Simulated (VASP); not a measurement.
# B (P6/mmm) in VASP: further runs

Runs on B. Level: PBEsol. Tasks: single point.

Everything below comes from runs of VASP 6.6.1. Logs are shortened: lines on timing, memory, paths and dates and some standing lists are left out, and cuts for length are marked.

## (1) The cell of the first run

The structure is hexagonal, space group P6/mmm (No. 191). The conventional cell has a = 1.702 Å, b = 1.702 Å, c = 3.654 Å, α = 90.00°, β = 90.00°, γ = 120.00°. B (site symmetry 6/mmm) has 6 B at 1.70 Å within 2.3 Å.

## (2) Single point, PBEsol (strain +0.0050 x Voigt [0, 0, 1, 0, 0, 0])

The input, INCAR:

```
PREC = Accurate ; ENCUT = 520
EDIFF = 1E-6 ; ISMEAR = 0
SIGMA = 0.15 ; LREAL = F
LASPH = T ; NELM = 60
ALGO = Normal ; ISIF = 2
LWAVE = F ; LCHARG = F
GGA = PS ; NBANDS = 8
```

The input, KPOINTS:

```
Automatic mesh
0
Gamma
  33 33 14
```

The input, POSCAR:

```
B
1.0
    1.7024335758      0.0000000000      0.0000000000
   -0.8512167879      1.4743507249      0.0000000000
    0.0000000000      0.0000000000      3.6535999642
B
1
Direct
    0.0000000000      0.0000000000      0.0000000000
```

Potentials or basis: VASP PAW PBE potentials, release 64 (B).

Run with:

```console
cat potpaw_PBE.64/B/POTCAR > POTCAR
mpirun -np 1 vasp_std > vasp.out
```

OUTCAR:

```text
PREC = Accurate
   ENCUT = 520
   EDIFF = 1E-6
   ISMEAR = 0
   LREAL = F
   LASPH = T
   NELM = 60
   ISIF = 2
   GGA = PS

 ion  position               nearest neighbor table
   1  0.000  0.000  0.000-

  LATTYP: Found a hexagonal cell.
 ALAT       =     1.7024335758
 C/A-ratio  =     2.1461042687

  Lattice vectors:

 A1 = (   1.7024335758,   0.0000000000,   0.0000000000)
 A2 = (  -0.8512167879,   1.4743507249,   0.0000000000)
 A3 = (   0.0000000000,   0.0000000000,   3.6535999642)

Analysis of symmetry for initial positions (statically):
=====================================================================
 Subroutine PRICEL returns:
 Original cell was already a primitive cell.

 Routine SETGRP: Setting up the symmetry group for a
 hexagonal supercell.

 Subroutine GETGRP returns: Found 24 space group operations
 (whereof 24 operations were pure point group operations)
 out of a pool of 24 trial point group operations.

The static configuration has the point symmetry D_6h.

Analysis of symmetry for dynamics (positions and initial velocities):
=====================================================================
 Subroutine PRICEL returns:
 Original cell was already a primitive cell.

 Routine SETGRP: Setting up the symmetry group for a
 hexagonal supercell.

 Subroutine GETGRP returns: Found 24 space group operations
 (whereof 24 operations were pure point group operations)
 out of a pool of 24 trial point group operations.

The dynamic configuration has the point symmetry D_6h.

 Subroutine INISYM returns: Found 24 space group operations
 (whereof 24 operations are pure point group operations),
 and found     1 'primitive' translations

----------------------------------------------------------------------------------------

                                     Primitive cell

  volume of cell :       9.1705

  direct lattice vectors                    reciprocal lattice vectors
     1.702433576  0.000000000  0.000000000     0.587394430  0.339132332  0.000000000
    -0.851216788  1.474350725  0.000000000     0.000000000  0.678264665  0.000000000
     0.000000000  0.000000000  3.653599964     0.000000000  0.000000000  0.273702652

  length of vectors
     1.702433576  1.702433576  3.653599964     0.678264665  0.678264665  0.273702652

  position of ions in fractional coordinates (direct lattice)
[... 77 lines left out ...]
   EDIFF  = 0.1E-05   stopping-criterion for ELM
   LREAL  =      F    real-space projection
   EDIFFG = 0.1E-04   stopping-criterion for IOM
   NSW    =      0    number of steps for IOM
   IBRION =     -1    ionic relax: 0-MD 1-quasi-New 2-CG
   NFREE  =      0    steps in history (QN), initial steepest desc. (CG)
   ISIF   =      2    stress and relaxation
   ISYM   =      2    0-nonsym 1-usesym 2-fastsym
   POTIM  = 0.5000    time-step for ionic-motion
   TEBEG  =    0.0;   TEEND  =   0.0 temperature during run
   PSTRESS=    0.0 pullay stress
   NELECT =       3.0000    total number of electrons
   NUPDOWN=      -1.0000    fix difference up-down
   EMIN   =  10.00;   EMAX   =-10.00  energy-range for DOS
   EFERMI =   0.00;   METHOD = LEGACY
   ISMEAR =     0;   SIGMA  =   0.15  broadening in eV -4-tet -1-fermi 0-gaus
   EFERMI_NEDOS =   21; number of points for ismear=-14 and -15
   IALGO  =     38    algorithm
   IMIX   =      4    mixing-type and parameters
     AMIX     =   0.40;   BMIX     =  1.00
     AMIX_MAG =   1.60;   BMIX_MAG =  1.00
  volume/ion in A,a.u.               =       9.17        61.89
  Fermi-wavevector in a.u.,A,eV,Ry     =   1.128023  2.131654 17.312539  1.272436
  Thomas-Fermi vector in A             =   2.264711
   LORBIT       =      0    0 simple, 1 ext, 2 COOP (PROOUT), +10 PAW based schemes
   GGA     = PS    functional components
   LHFCALC =     F    Hartree Fock is set to
   AEXX    =    0.0000 exact exchange contribution
   IVDW    =     0    specifies the selected vdW correction
   LEPSILON=     F    determine dielectric tensor
   LRPA    =     F    only Hartree local field effects (RPA)
 non-spin polarized calculation
 Gauss-broadening in eV      SIGMA  =   0.15
  energy-cutoff  :      520.00
  volume of cell :        9.17
 maximum number of plane-waves:       260
 NGX is ok and might be reduce to    14
   NGX =  7   NGY =  7   NGZ = 13

 number of electron       3.0000000 magnetization

 Free energy of the ion-electron system (eV)
  ---------------------------------------------------
  ext. energy  EPLUGINS =         0.00000000
  ---------------------------------------------------
  free energy    TOTEN  =        -6.30583996 eV

  energy without entropy =       -6.30271989  energy(sigma->0) =       -6.30427992

 E-fermi :   5.2589     XC(G=0): -10.2168

 val. band max:        5.2539019403   @ k =   0.3030   0.2727   0.5000
 cond. band min:       5.2653105175   @ k =   0.3333   0.2424   0.0000
 fundamental gap:      0.0114085772
 Fermi energy:         5.2588820902

 k-point     1 :       0.0000    0.0000    0.0000
  band No.  band energies     occupation
      1     -12.0182      2.00000
      2      -1.6078      2.00000
      3       7.3394      0.00000
      4      30.1099      0.00000
      5      30.1099      0.00000
      6      30.8752      0.00000
      7      36.7280      0.00000
      8      51.4023      0.00000
[... 243 lines left out ...]
 k-point    24 :       0.2121    0.0303    0.0000
  band No.  band energies     occupation
      1      -9.6324      2.00000
      2       1.8111      2.00000
      3      10.1966      0.00000
      4      20.6430      0.00000
      5      25.0606      0.00000
      6      32.5705      0.00000
      7      38.9981      0.00000
      8      42.0738      0.00000

 [... further k-points ...]

------------------------ aborting loop because EDIFF is reached ----------------------------------------

  FORCE on cell =-STRESS in cart. coord.  units (eV):
  Direction    XX          YY          ZZ          XY          YZ          ZX
  --------------------------------------------------------------------------------------
  -------------------------------------------------------------------------------------
  Total        0.1672263      0.1672263     -0.0407707      0.0000000     -0.0000000      0.0000000
  in kB       29.2161588     29.2161588     -7.1230668      0.0000000     -0.0000000      0.0000000
  external PRESSURE =      17.1030836 kB  Pullay stress =       0.0000000 kB

 VOLUME and BASIS-vectors are now :
 -----------------------------------------------------------------------------
  energy-cutoff  :      520.00
  volume of cell :        9.17
      direct lattice vectors                 reciprocal lattice vectors
     1.702433576  0.000000000  0.000000000     0.587394430  0.339132332  0.000000000
    -0.851216788  1.474350725  0.000000000     0.000000000  0.678264665  0.000000000
     0.000000000  0.000000000  3.653599964     0.000000000  0.000000000  0.273702652

 POSITION                                       TOTAL-FORCE (eV/Angst)
 -----------------------------------------------------------------------------------
      0.00000      0.00000      0.00000        -0.000000      0.000000      0.000000
 -----------------------------------------------------------------------------------
    total drift:                               -0.000000     -0.000000     -0.000000

  FREE ENERGIE OF THE ION-ELECTRON SYSTEM (eV)
  ---------------------------------------------------
  free  energy   TOTEN  =        -6.3058399624 eV

  energy  without entropy=       -6.3027198858  energy(sigma->0) =       -6.30427992
```

Run time: 72 s. Hardware: 1 thread of Intel Xeon 8259CL, shared host; peak memory 0.16 GiB.

Results:

```
Free energy : -6.3058 eV
Pressure    : 1.7 GPa
```

Stress tensor (GPa, compression positive):
```
 2.92  0.00  0.00
 0.00  2.92  0.00
 0.00  0.00 -0.71
```

Caveat: the cell differs from its parent crystal (strain +0.0050 x Voigt [0, 0, 1, 0, 0, 0]); the PAW data sets were made with another functional, which shifts forces and pressure a little.

## (3) Single point, PBEsol (strain +0.0150 x Voigt [0, 0, 1, 0, 0, 0])

The input, INCAR:

```
SYSTEM = B
PREC = Accurate ; ENCUT = 520
EDIFF = 1E-6 ; ISMEAR = 0
SIGMA = 0.15 ; LREAL = .False.
LASPH = .True. ; NELM = 60
ALGO = Normal ; ISIF = 2
LWAVE = .False. ; LCHARG = .False.
GGA = PS ; NBANDS = 8
```

The input, KPOINTS:

```
Automatic mesh
0
Gamma
  33 33 14
  0 0 0
```

Changes to POSCAR since step 2:

```diff
@@ -4,3 +4,3 @@
    -0.8512167879      1.4743507249      0.0000000000
-    0.0000000000      0.0000000000      3.6535999642
+    0.0000000000      0.0000000000      3.6899541928
 B
```

Potentials or basis: VASP PAW PBE potentials, release 64 (B).

Run with:

```console
cat potpaw_PBE.64/B/POTCAR > POTCAR
mpirun -np 1 vasp_std > vasp.out
```

Run time: 77 s. Hardware: 1 thread of Intel Xeon 8259CL, shared host; peak memory 0.16 GiB.

It converged, with:

```
Free energy : -6.3054 eV
Pressure    : 1.6 GPa
```

Stress tensor (GPa, compression positive):
```
 2.91  0.00  0.00
 0.00  2.91  0.00
 0.00  0.00 -0.89
```

Levels at points of the mesh, in eV from the Fermi level:
| k point | band 1 | band 2 | band 3 | band 4 | band 5 | band 6 | band 7 |
| --- | --- | --- | --- | --- | --- | --- | --- |
| (0.00, 0.00, 0.00) | -17.27 | -6.92 | 2.03 | 24.85 | 24.85 | 25.03 | 30.80 |
| (0.00, 0.00, 0.50) | -16.97 | -8.71 | 8.43 | 13.12 | 24.86 | 24.86 | 44.68 |

Caveat: the cell differs from its parent crystal (strain +0.0150 x Voigt [0, 0, 1, 0, 0, 0]); the PAW data sets were made with another functional, which shifts forces and pressure a little.

(Part 1 of 2 ends here.)
